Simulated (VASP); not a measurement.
Pb2Se, 3 atoms in the cell. The structure is cubic, space group F-43m (No. 216). Conventional cell: a = 7.403 Å, b = 7.403 Å, c = 7.403 Å, α = 90.00°, β = 90.00°, γ = 90.00°. Pb (site symmetry -43m) has 4 Pb at 3.21 Å and 4 Se at 3.21 Å within 4.2 Å. Within 4.2 Å of Pb (site symmetry -43m) lie 4 Pb at 3.21 Å and 6 Se at 3.70 Å. Se (site symmetry -43m) has 10 Pb at 3.21 to 3.70 Å within 4.2 Å. 

```yaml
Program: VASP 6.6.1
Task: single point
Functional: PBE
Potentials_or_basis: VASP PAW PBE potentials, release 64 (Pb_d, Se)
Cutoff: 520 eV
k_mesh: 10 × 10 × 10
Occupations: gaussian, width 0.1 eV
Spin: no spin polarisation
Dipole_correction: no
Further_INCAR_settings: ALGO = Normal; EDIFF = 1e-06; NBANDS = 24
```

Potentials or basis: VASP PAW PBE potentials, release 64 (Pb_d, Se).

Run with:

```bash
$ cat potpaw_PBE.64/Pb_d/POTCAR potpaw_PBE.64/Se/POTCAR > POTCAR
$ mpirun -np 1 vasp_std > vasp.out
```

Hardware: 1 thread of Intel(R) Xeon(R) 6975P-C (Granite Rapids) (shared host).

Q: Estimate the wall time of this run.

A: Run time: 63 s on 1 thread of Intel(R) Xeon(R) 6975P-C (Granite Rapids), on a shared host, peak memory 0.29 GiB. Counts: scf iterations 14, k points 47.
